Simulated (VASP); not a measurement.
Write the native input for VASP 6.6.1 that does the following.

* Task: single point
* Functional: LDA
* Potentials or basis: VASP PAW LDA potentials, release 64 (B, P)
* Cutoff: 500 eV
* k mesh: 5 × 5 × 5
* Occupations: gaussian, width 0.01 eV
* Spin: no spin polarisation
* Dipole correction: no
* Further INCAR settings: ALGO = Normal; EDIFF = 1e-06; NBANDS = 11

The structure of BP lies in POSCAR:

```
BP
1.0
    0.0000000000      2.2690000000      2.2690000000
    2.2690000000      0.0000000000      2.2690000000
    2.2690000000      2.2690000000      0.0000000000
B P
1 1
Direct
    0.0000000000      0.0000000000      0.0000000000
    0.2500000000      0.2500000000      0.2500000000
```

The input as run:

INCAR

```
PREC = Accurate
ENCUT = 500
EDIFF = 1E-6
ISMEAR = 0
SIGMA = 0.01
LREAL = F
LASPH = T
NELM = 120
ALGO = Normal
ISIF = 2
LWAVE = F
LCHARG = F
GGA = CA
NBANDS = 11
GGA_COMPAT = F
```

KPOINTS

```
Automatic mesh
0
Gamma
  5 5 5
```

Potentials or basis: VASP PAW LDA potentials, release 64 (B, P).

The run is started by

```sh
$ cat potpaw_LDA.64/B/POTCAR potpaw_LDA.64/P/POTCAR > POTCAR
$ mpirun -np 1 vasp_std > vasp.out
```

It gave:

The pressure is -5.0 GPa and the band gap on the k mesh is 1.18 eV, indirect (least direct gap 3.37 eV).

Caveat: the k points lie up to 0.48 Å⁻¹ apart.

Wall time 1.8 s on 1 thread of Intel(R) Xeon(R) 6975P-C (Granite Rapids) (shared host), peak memory 0.12 GiB.
